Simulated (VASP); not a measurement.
# Zn2HS2 in VASP: single point with PBE

Aim: the single point of Zn2HS2 with PBE.

Everything below comes from runs of VASP 6.6.1. Logs are shortened: lines on timing, memory, paths and dates and some standing lists are left out, and cuts for length are marked.

## Step 1: The cell of the first run

The cell holds a wire or tube with vacuum around it, 20 atoms: a = 25.300 Å, b = 9.300 Å, c = 6.731 Å, α = 90.00°, β = 90.00°, γ = 90.00°.

## Step 2: Single point, PBE

INCAR

```
SYSTEM = Zn2HS2
PREC = Accurate ; ENCUT = 520
EDIFF = 1E-7 ; ISMEAR = 0
SIGMA = 0.05 ; LREAL = Auto
LASPH = .True. ; NELM = 100
ALGO = Normal ; ISIF = 2
LWAVE = .False. ; LCHARG = .False.
GGA = PE ; NBANDS = 90
```

KPOINTS

```
regular mesh
0
Gamma
  1 1 5
  0 0 0
```

POSCAR

```
Zn2HS2
1.0
   25.3000000000      0.0000000000      0.0000000000
    0.0000000000      9.3000000000      0.0000000000
    0.0000000000      0.0000000000      6.7308988119
Zn S H
8 8 4
Direct
    0.6920003083      0.5000000000      0.3333333333
    0.7688004317      0.5000000000      0.8333333333
    0.5384000617      0.5000000000      0.3333333333
    0.6152001850      0.5000000000      0.8333333333
    0.3847998150      0.5000000000      0.3333333333
    0.4615999383      0.5000000000      0.8333333333
    0.2311995683      0.5000000000      0.3333333333
    0.3079996917      0.5000000000      0.8333333333
    0.7688004317      0.5000000000      0.1666666667
    0.6152001850      0.5000000000      0.1666666667
    0.6920003083      0.5000000000      0.6666666667
    0.4615999383      0.5000000000      0.1666666667
    0.5384000617      0.5000000000      0.6666666667
    0.3079996917      0.5000000000      0.1666666667
    0.3847998150      0.5000000000      0.6666666667
    0.2311995683      0.5000000000      0.6666666667
    0.8218573240      0.5000000000      0.7181926929
    0.1781426760      0.5000000000      0.2181926929
    0.8150112734      0.5000000000      0.2669504503
    0.1849887266      0.5000000000      0.7669504503
```

Potentials or basis: VASP PAW PBE potentials, release 64 (Zn, S, H).

On the command line:

```
$ cat potpaw_PBE.64/Zn/POTCAR potpaw_PBE.64/S/POTCAR potpaw_PBE.64/H/POTCAR > POTCAR
$ mpirun -np 1 vasp_std > vasp.out
```

OUTCAR:

```text
SYSTEM = Zn2HS2
   PREC = Accurate
   ENCUT = 520
   EDIFF = 1E-7
   ISMEAR = 0
   LREAL = Auto
   LASPH = .True.
   NELM = 100
   ISIF = 2
   GGA = PE

 ion  position               nearest neighbor table
   1  0.692  0.500  0.333-  10 2.24  11 2.24   9 2.24
   2  0.769  0.500  0.833-  17 1.55   9 2.24  11 2.24
   3  0.538  0.500  0.333-  10 2.24  13 2.24  12 2.24
   4  0.615  0.500  0.833-  13 2.24  11 2.24  10 2.24
   5  0.385  0.500  0.333-  12 2.24  14 2.24  15 2.24
   6  0.462  0.500  0.833-  15 2.24  12 2.24  13 2.24
[... 8 lines left out ...]
  15  0.385  0.500  0.667-   6 2.24   8 2.24   5 2.24
  16  0.231  0.500  0.667-  20 1.35   7 2.24   8 2.24
  17  0.822  0.500  0.718-   2 1.55
  18  0.178  0.500  0.218-   7 1.55
  19  0.815  0.500  0.267-   9 1.35
  20  0.185  0.500  0.767-  16 1.35

  LATTYP: Found a simple orthorhombic cell.
 ALAT       =     6.7308988119
 B/A-ratio  =     1.3816876854
 C/A-ratio  =     3.7587847785

  Lattice vectors:

 A1 = (   0.0000000000,   0.0000000000,  -6.7308988119)
 A2 = (   0.0000000000,   9.3000000000,   0.0000000000)
 A3 = (  25.3000000000,   0.0000000000,   0.0000000000)

Analysis of symmetry for initial positions (statically):
=====================================================================
 Subroutine PRICEL returns:
 Original cell was already a primitive cell.

 Routine SETGRP: Setting up the symmetry group for a
 simple orthorhombic supercell.

 Subroutine GETGRP returns: Found  4 space group operations
 (whereof  2 operations were pure point group operations)
 out of a pool of  8 trial point group operations.

The static configuration has the point symmetry C_1h.
 The point group associated with its full space group is C_2v.

Analysis of symmetry for dynamics (positions and initial velocities):
=====================================================================
 Subroutine PRICEL returns:
 Original cell was already a primitive cell.

 Routine SETGRP: Setting up the symmetry group for a
 simple orthorhombic supercell.

 Subroutine GETGRP returns: Found  4 space group operations
 (whereof  2 operations were pure point group operations)
 out of a pool of  8 trial point group operations.

The dynamic configuration has the point symmetry C_1h.
 The point group associated with its full space group is C_2v.

 Subroutine INISYM returns: Found  4 space group operations
 (whereof  2 operations are pure point group operations),
 and found     1 'primitive' translations

----------------------------------------------------------------------------------------

                                     Primitive cell

  volume of cell :    1583.7132

  direct lattice vectors                    reciprocal lattice vectors
    25.300000000  0.000000000  0.000000000     0.039525692  0.000000000  0.000000000
     0.000000000  9.300000000  0.000000000     0.000000000  0.107526882  0.000000000
     0.000000000  0.000000000  6.730898812     0.000000000  0.000000000  0.148568568

  length of vectors
    25.300000000  9.300000000  6.730898812     0.039525692  0.107526882  0.148568568

  position of ions in fractional coordinates (direct lattice)
     0.692000308  0.500000000  0.333333333
     0.768800432  0.500000000  0.833333333
     0.538400062  0.500000000  0.333333333
     0.615200185  0.500000000  0.833333333
     0.384799815  0.500000000  0.333333333
     0.461599938  0.500000000  0.833333333
[... 12 lines left out ...]
     0.815011273  0.500000000  0.266950450
     0.184988727  0.500000000  0.766950450

  ion indices of the primitive-cell ions
   primitive index   ion index
                 1           1
                 2           2
                 3           3
                 4           4
                 5           5
                 6           6
[... 12 lines left out ...]
                19          19
                20          20

----------------------------------------------------------------------------------------

 KPOINTS: regular mesh

Automatic generation of k-mesh.
 Grid dimensions read from file:
 generate k-points for:    1    1    5

 Generating k-lattice:

  Cartesian coordinates                     Fractional coordinates (reciprocal lattice)
     0.039525692  0.000000000  0.000000000     1.000000000  0.000000000  0.000000000
     0.000000000  0.107526882  0.000000000     0.000000000  1.000000000  0.000000000
     0.000000000  0.000000000  0.029713714     0.000000000  0.000000000  0.200000000

  Length of vectors
     0.039525692  0.107526882  0.029713714

  Shift w.r.t. Gamma in fractional coordinates (k-lattice)
     0.000000000  0.000000000  0.000000000

 Subroutine IBZKPT returns following result:
 ===========================================

 Found      3 irreducible k-points:

 Following reciprocal coordinates:
            Coordinates               Weight
  0.000000  0.000000  0.000000      1.000000
  0.000000  0.000000  0.200000      2.000000
  0.000000  0.000000  0.400000      2.000000
   k-points           NKPTS =      3   k-points in BZ     NKDIM =      3   number of bands    NBANDS=     90
   number of dos      NEDOS =    301   number of ions     NIONS =     20
   total plane-waves  NPLWV = 672000
   dimension x,y,z NGX =   192 NGY =   70 NGZ =   50
   dimension x,y,z NGXF=   384 NGYF=  140 NGZF=  100
   ions per type =               8   8   4
   NGX,Y,Z   is equivalent  to a cutoff of  12.62, 12.51, 12.35 a.u.
   NGXF,Y,Z  is equivalent  to a cutoff of  25.23, 25.03, 24.70 a.u.
 SYSTEM =  Zn2HS2
   PREC   = accura    normal or accurate (medium, high low for compatibility)
   ISTART =      0    job   : 0-new  1-cont  2-samecut
   ICHARG =      2    charge: 1-file 2-atom 10-const
   ISPIN  =      1    spin polarized calculation?
   LNONCOLLINEAR =      F non collinear calculations
   LSORBIT =      F    spin-orbit coupling
   LASPH  =      T    aspherical Exc in radial PAW
   ENCUT  =  520.0 eV  38.22 Ry    6.18 a.u.  47.04 17.29 12.52*2*pi/ulx,y,z
   NELM   =    100;   NELMIN=  2; NELMDL= -5     # of ELM steps
   EDIFF  = 0.1E-06   stopping-criterion for ELM
   LREAL  =      T    real-space projection
   EDIFFG = 0.1E-05   stopping-criterion for IOM
   NSW    =      0    number of steps for IOM
   IBRION =     -1    ionic relax: 0-MD 1-quasi-New 2-CG
   NFREE  =      0    steps in history (QN), initial steepest desc. (CG)
   ISIF   =      2    stress and relaxation
   ISYM   =      2    0-nonsym 1-usesym 2-fastsym
   POTIM  = 0.5000    time-step for ionic-motion
   TEBEG  =    0.0;   TEEND  =   0.0 temperature during run
   PSTRESS=    0.0 pullay stress
   NELECT =     148.0000    total number of electrons
   NUPDOWN=      -1.0000    fix difference up-down
   EMIN   =  10.00;   EMAX   =-10.00  energy-range for DOS
   EFERMI =   0.00;   METHOD = LEGACY
   ISMEAR =     0;   SIGMA  =   0.05  broadening in eV -4-tet -1-fermi 0-gaus
   EFERMI_NEDOS =   21; number of points for ismear=-14 and -15
   IALGO  =     38    algorithm
   IMIX   =      4    mixing-type and parameters
     AMIX     =   0.40;   BMIX     =  1.00
     AMIX_MAG =   1.60;   BMIX_MAG =  1.00
  volume/ion in A,a.u.               =      79.19       534.37
  Fermi-wavevector in a.u.,A,eV,Ry     =   0.742911  1.403897  7.509275  0.551916
  Thomas-Fermi vector in A             =   1.837901
   LORBIT       =      0    0 simple, 1 ext, 2 COOP (PROOUT), +10 PAW based schemes
   GGA     = PE    functional components
   LHFCALC =     F    Hartree Fock is set to
   AEXX    =    0.0000 exact exchange contribution
   IVDW    =     0    specifies the selected vdW correction
   LEPSILON=     F    determine dielectric tensor
   LRPA    =     F    only Hartree local field effects (RPA)
 non-spin polarized calculation
 Gauss-broadening in eV      SIGMA  =   0.05
  energy-cutoff  :      520.00
  volume of cell :     1583.71
 maximum number of plane-waves:     42737
 NGX is ok and might be reduce to   192
   NGX = 95   NGY = 35   NGZ = 25

 number of electron     148.0000037 magnetization

 Free energy of the ion-electron system (eV)
  ---------------------------------------------------
  ext. energy  EPLUGINS =         0.00000000
  ---------------------------------------------------
  free energy    TOTEN  =       -62.29356932 eV

  energy without entropy =      -62.29356932  energy(sigma->0) =      -62.29356932

 E-fermi :  -4.1991     XC(G=0):  -3.0412

 val. band max:       -4.4757273357   @ k =   0.0000   0.0000   0.0000
 cond. band min:      -1.6519335358   @ k =   0.0000   0.0000   0.0000
 fundamental gap:      2.8237937999
 Fermi energy:        -4.1991253151

 k-point     1 :       0.0000    0.0000    0.0000
  band No.  band energies     occupation
      1     -17.1780      2.00000
      2     -17.1769      2.00000
      3     -16.5907      2.00000
      4     -16.3616      2.00000
      5     -16.0657      2.00000
      6     -15.9613      2.00000
[... 78 lines left out ...]
     85       0.7672      0.00000
     86       0.8388      0.00000

 k-point     2 :       0.0000    0.0000    0.2000
  band No.  band energies     occupation
      1     -17.1694      2.00000
      2     -17.1687      2.00000
      3     -16.5398      2.00000
      4     -16.3277      2.00000
      5     -16.0577      2.00000
      6     -16.0286      2.00000
[... 78 lines left out ...]
     85       0.6003      0.00000
     86       0.9368      0.00000

 k-point     3 :       0.0000    0.0000    0.4000
  band No.  band energies     occupation
      1     -17.1556      2.00000
      2     -17.1554      2.00000
      3     -16.4002      2.00000
      4     -16.2545      2.00000
      5     -16.1735      2.00000
      6     -16.0922      2.00000
[... 78 lines left out ...]
     85       0.4859      0.00000
     86       0.6205      0.00000
 [bands above 86 left out]

------------------------ aborting loop because EDIFF is reached ----------------------------------------

  FORCE on cell =-STRESS in cart. coord.  units (eV):
  Direction    XX          YY          ZZ          XY          YZ          ZX
  --------------------------------------------------------------------------------------
  -------------------------------------------------------------------------------------
  Total        0.7112663     -0.0147853      2.4438248      0.0000000      0.0000000      0.0000000
  in kB        0.7195588     -0.0149577      2.4723167      0.0000000      0.0000000      0.0000000
  external PRESSURE =       1.0589726 kB  Pullay stress =       0.0000000 kB

 VOLUME and BASIS-vectors are now :
 -----------------------------------------------------------------------------
  energy-cutoff  :      520.00
  volume of cell :     1583.71
      direct lattice vectors                 reciprocal lattice vectors
    25.300000000  0.000000000  0.000000000     0.039525692  0.000000000  0.000000000
     0.000000000  9.300000000  0.000000000     0.000000000  0.107526882  0.000000000
     0.000000000  0.000000000  6.730898812     0.000000000  0.000000000  0.148568568

 POSITION                                       TOTAL-FORCE (eV/Angst)
 -----------------------------------------------------------------------------------
     17.50761      4.65000      2.24363        -0.061906      0.000000      0.415948
     19.45065      4.65000      5.60908         0.733371      0.000000     -0.690988
     13.62152      4.65000      2.24363        -0.043677      0.000000      0.038442
     15.56456      4.65000      5.60908         0.069133      0.000000     -0.151031
      9.73544      4.65000      2.24363        -0.069133      0.000000     -0.151031
     11.67848      4.65000      5.60908         0.043677      0.000000      0.038442
[... 12 lines left out ...]
     20.61979      4.65000      1.79682        -0.141362      0.000000      0.014029
      4.68021      4.65000      5.16227         0.141362      0.000000      0.014029
 -----------------------------------------------------------------------------------
    total drift:                                0.000000      0.000000     -0.027568

  FREE ENERGIE OF THE ION-ELECTRON SYSTEM (eV)
  ---------------------------------------------------
  free  energy   TOTEN  =       -62.2935693189 eV

  energy  without entropy=      -62.2935693189  energy(sigma->0) =      -62.29356932
```

Wall time 37 min (1 thread of Oxide Virtual Turin-like, shared host); peak memory 1.4 GiB.

Results:

```
Free energy            : -62.2936 eV
Largest force          : 1.008 eV/Å
Band gap on the k mesh : 2.82 eV
```

Forces on the atoms (eV/Å):
```
Zn  -0.062  0.000  0.416
Zn   0.733  0.000 -0.691
Zn  -0.044  0.000  0.038
Zn   0.069  0.000 -0.151
Zn  -0.069  0.000 -0.151
Zn   0.044  0.000  0.038
Zn  -0.733  0.000 -0.691
Zn   0.062  0.000  0.416
S   -0.419  0.000  0.113
S    0.192  0.000 -0.005
S   -0.341  0.000  0.285
S    0.091  0.000  0.010
S   -0.091  0.000  0.010
S    0.341  0.000  0.285
S   -0.192  0.000 -0.005
S    0.419  0.000  0.113
H    0.087  0.000 -0.030
H   -0.087  0.000 -0.030
H   -0.141  0.000  0.014
H    0.141  0.000  0.014
```
